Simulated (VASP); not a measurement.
# Mg (P6_3/mmc) in VASP: settings compared, part 2 of 2

VASP 6.6.1.

**5. Relaxation of cell and atoms, PBEsol+D4**

This run uses another cell than the first one, of 22.55 Å³/atom, 0.995 times its volume.

INCAR

```
SYSTEM = Mg
PREC = Accurate
ENCUT = 600
EDIFF = 1E-6
ISMEAR = -1
SIGMA = 0.05
LREAL = .False.
LASPH = .True.
NELM = 80
ALGO = Fast
ISIF = 3
LWAVE = .False.
LCHARG = .False.
GGA = PS
IVDW = 13
IBRION = 2
NSW = 60
EDIFFG = -0.01
```

KPOINTS

```
regular mesh
0
Gamma
  10 10 3
  0 0 0
```

POSCAR

```
Mg
1.0
    3.1768261656      0.0000000000      0.0000000000
   -1.5884130828      2.7512121628      0.0000000000
    0.0000000000      0.0000000000     10.3188620100
Mg
4
Direct
    0.6666666667      0.3333333333      0.7500000000
    0.0000000000      0.0000000000      0.5000000000
    0.3333333333      0.6666666667      0.2500000000
    0.0000000000      0.0000000000      0.0000000000
```

Potentials or basis: VASP PAW PBE potentials, release 64 (Mg).

The run is started by

```bash
> cat potpaw_PBE.64/Mg/POTCAR > POTCAR
> mpirun -np 1 vasp_std > vasp.out
```

OUTCAR:

```text
SYSTEM = Mg
   PREC = Accurate
   ENCUT = 600
   EDIFF = 1E-6
   ISMEAR = -1
   LREAL = .False.
   LASPH = .True.
   NELM = 80
   ISIF = 3
   GGA = PS
   IVDW = 13
   IBRION = 2
   NSW = 60
   EDIFFG = -0.01

 ion  position               nearest neighbor table
   1  0.667  0.333  0.750-   2 3.17   4 3.17   2 3.17   4 3.17   2 3.17   4 3.17
   2  0.000  0.000  0.500-   1 3.17   3 3.17   3 3.17   1 3.17   1 3.17   3 3.17
   3  0.333  0.667  0.250-   2 3.17   4 3.17   2 3.17   4 3.17   2 3.17   4 3.17
   4  0.000  0.000  0.000-   1 3.17   3 3.17   3 3.17   1 3.17   1 3.17   3 3.17

  LATTYP: Found a hexagonal cell.
 ALAT       =     3.1768261656
 C/A-ratio  =     3.2481670296

  Lattice vectors:

 A1 = (   3.1768261656,   0.0000000000,   0.0000000000)
 A2 = (  -1.5884130828,   2.7512121628,   0.0000000000)
 A3 = (   0.0000000000,   0.0000000000,  10.3188620100)

Analysis of symmetry for initial positions (statically):
=====================================================================
 Subroutine PRICEL returns:
 Original cell was already a primitive cell.

 Routine SETGRP: Setting up the symmetry group for a
 hexagonal supercell.

 Subroutine GETGRP returns: Found 24 space group operations
 (whereof 12 operations were pure point group operations)
 out of a pool of 24 trial point group operations.

The static configuration has the point symmetry D_3d.
 The point group associated with its full space group is D_6h.

Analysis of symmetry for dynamics (positions and initial velocities):
=====================================================================
 Subroutine PRICEL returns:
 Original cell was already a primitive cell.

 Routine SETGRP: Setting up the symmetry group for a
 hexagonal supercell.

 Subroutine GETGRP returns: Found 24 space group operations
 (whereof 12 operations were pure point group operations)
 out of a pool of 24 trial point group operations.

The dynamic configuration has the point symmetry D_3d.
 The point group associated with its full space group is D_6h.

 Subroutine INISYM returns: Found 24 space group operations
 (whereof 12 operations are pure point group operations),
 and found     1 'primitive' translations

----------------------------------------------------------------------------------------

                                     Primitive cell

[... 110 lines left out ...]
   EFERMI_NEDOS =   21; number of points for ismear=-14 and -15
   IALGO  =     68    algorithm
   IMIX   =      4    mixing-type and parameters
     AMIX     =   0.40;   BMIX     =  1.00
     AMIX_MAG =   1.60;   BMIX_MAG =  1.00
  volume/ion in A,a.u.               =      22.55       152.15
  Fermi-wavevector in a.u.,A,eV,Ry     =   0.730110  1.379708  7.252733  0.533061
  Thomas-Fermi vector in A             =   1.821999
   LORBIT       =      0    0 simple, 1 ext, 2 COOP (PROOUT), +10 PAW based schemes
   GGA     = PS    functional components
   LHFCALC =     F    Hartree Fock is set to
   AEXX    =    0.0000 exact exchange contribution
   IVDW    =    13    specifies the selected vdW correction
   LEPSILON=     F    determine dielectric tensor
   LRPA    =     F    only Hartree local field effects (RPA)
 conjugate gradient relaxation of ions
 non-spin polarized calculation
 RMM-DIIS sequential band-by-band and
  energy-cutoff  :      600.00
  volume of cell :       90.19
 maximum number of plane-waves:      3035
 NGX is ok and might be reduce to    28
   NGX = 13   NGY = 13   NGZ = 41

--------------------------------------- Ionic step        1  -------------------------------------------

 number of electron       8.0000000 magnetization

 Free energy of the ion-electron system (eV)
  ---------------------------------------------------
  ext. energy  EPLUGINS =         0.00000000
  ---------------------------------------------------
  free energy    TOTEN  =        -6.87566315 eV

  energy without entropy =       -6.85724874  energy(sigma->0) =       -6.86645595

------------------------ aborting loop because EDIFF is reached ----------------------------------------

  DFT-D4 for vdW energy calculation

  Edisp (eV):   -0.17785
[... 159 lines left out ...]
--------------------------------------- Ionic step        5  -------------------------------------------

 number of electron       8.0000000 magnetization

 Free energy of the ion-electron system (eV)
  ---------------------------------------------------
  ext. energy  EPLUGINS =         0.00000000
  ---------------------------------------------------
  free energy    TOTEN  =        -6.87787813 eV

  energy without entropy =       -6.86134082  energy(sigma->0) =       -6.86960947

 E-fermi :   2.8366     XC(G=0):  -8.6084

 val. band max:        2.8236456661   @ k =   0.4000   0.2000   0.0000
 cond. band min:       2.8394911458   @ k =   0.3000   0.3000   0.0000
 fundamental gap:      0.0158454797
 Fermi energy:         2.8366490655

 k-point     1 :       0.0000    0.0000    0.0000
  band No.  band energies     occupation
      1      -4.3164      2.00000
      2      -2.9341      2.00000
      3      -2.9327      2.00000
      4       0.9059      2.00000
      5       1.3276      2.00000
      6       7.5617      0.00000
      7       7.5690      0.00000
      8      13.9838      0.00000
[... 243 lines left out ...]
 k-point    24 :       0.4000    0.1000    0.3333
  band No.  band energies     occupation
      1      -0.0196      2.00000
      2       0.4169      2.00000
      3       1.8344      2.00000
      4       1.9793      2.00000
      5       2.5967      1.98365
      6       3.4815      0.00001
      7       4.1978      0.00000
      8       5.3739      0.00000

 [... further k-points ...]

------------------------ aborting loop because EDIFF is reached ----------------------------------------

  DFT-D4 for vdW energy calculation

  Edisp (eV):   -0.17887
[... 27 lines left out ...]
  FREE ENERGIE OF THE ION-ELECTRON SYSTEM (eV)
  ---------------------------------------------------
  free  energy   TOTEN  =        -7.0567463188 eV

  energy  without entropy=       -7.0402090167  energy(sigma->0) =       -7.04847767

 reached required accuracy - stopping structural energy minimisation
```

It took 82 s on 1 thread of Intel Xeon Platinum 8259CL at 2.50GHz (Skylake/Cascade Lake), shared host; peak memory 0.25 GiB.

What came out:

| Item | Value |
| --- | --- |
| Free energy | -7.0567 eV |
| Relaxed volume | 22.42 Å³/atom |
| Relaxed cell | a = 3.154 Å, b = 3.154 Å, c = 10.409 Å, α = 90.00°, β = 90.00°, γ = 120.00° |
| Space group after relaxing (to 0.05 Å) | P6_3/mmc (No. 194) |
| Energy gained by relaxing | 0.8 meV/atom |
| Ionic steps | 5 |
| Pressure after relaxing | 0.0 GPa |
| Band gap on the k mesh | zero (band 4 reaches 3.30 eV, above the bottom of band 5 at 1.33 eV) |
| Dispersion energy per atom | -0.045 eV |

Step by step:
```
step  energy change (eV)  largest force (eV/Å)  pressure (GPa)  volume (Å³)
   1              0.0000                0.0000           -0.20        90.19
   2             -0.0020                0.0000           -0.03        89.83
   3             -0.0030                0.0000            0.15        89.41
   4             -0.0030                0.0000            0.17        89.38
   5             -0.0032                0.0000            0.04        89.68
```

Final structure:
```cif
data_structure
_symmetry_space_group_name_H-M 'P 1'
_symmetry_Int_Tables_number 1
_cell_length_a 3.1541
_cell_length_b 3.1541
_cell_length_c 10.4090
_cell_angle_alpha 90.000
_cell_angle_beta 90.000
_cell_angle_gamma 120.000
_cell_volume 89.68
loop_
_atom_site_label
_atom_site_type_symbol
_atom_site_fract_x
_atom_site_fract_y
_atom_site_fract_z
_atom_site_occupancy
Mg1 Mg 0.66667 0.33333 0.75000 1
Mg2 Mg 0.00000 0.00000 0.50000 1
Mg3 Mg 0.33333 0.66667 0.25000 1
Mg4 Mg 0.00000 0.00000 0.00000 1
```

Levels at points of the mesh, in eV from the Fermi level:
| k point | band 2 | band 3 | band 4 | band 5 | band 6 | band 7 |
| --- | --- | --- | --- | --- | --- | --- |
| (0.00, 0.00, 0.00) | -5.77 | -5.77 | -1.93 | -1.51 | 4.73 | 4.73 |
| (0.50, 0.00, 0.00) | -2.23 | -1.21 | -1.17 | -0.61 | -0.56 | 2.63 |

Caveat: the PAW data sets were made with another functional, which shifts forces and pressure a little; pairwise dispersion overbinds metals, which lowers pressure and volume.

**6. The runs side by side**

```tsv
task	level	cell	cutoff (eV)	gap on the mesh (eV)	pressure (GPa)	relaxed volume (Å³/atom)
single point	PBEsol	a = 3.165, b = 3.165, c = 10.446 Å, angles 90.0, 90.0, 120.0°, 4 atoms	520	none	0.0	-
relaxation of cell and atoms	PBEsol	relaxed from a = 3.177, b = 3.177, c = 10.319 Å, angles 90.0, 90.0, 120.0°, 4 atoms	600	none	0.0	22.64
relaxation of cell and atoms	PBEsol+D3(BJ)	relaxed from a = 3.177, b = 3.177, c = 10.319 Å, angles 90.0, 90.0, 120.0°, 4 atoms	600	none	0.0	21.45
relaxation of cell and atoms	PBEsol+D4	relaxed from a = 3.177, b = 3.177, c = 10.319 Å, angles 90.0, 90.0, 120.0°, 4 atoms	600	none	0.0	22.42
```

Alike in all rows: potentials or basis VASP PAW PBE potentials, release 64 (Mg); no spin polarisation; k mesh 10 × 10 × 3; smearing fermi-dirac 0.05 eV.

Caveats: the PAW data sets were made with another functional, which shifts forces and pressure a little; pairwise dispersion overbinds metals, which lowers pressure and volume (some runs).

Total energies depend on the potentials used, so only differences within one code and one set of settings carry meaning.
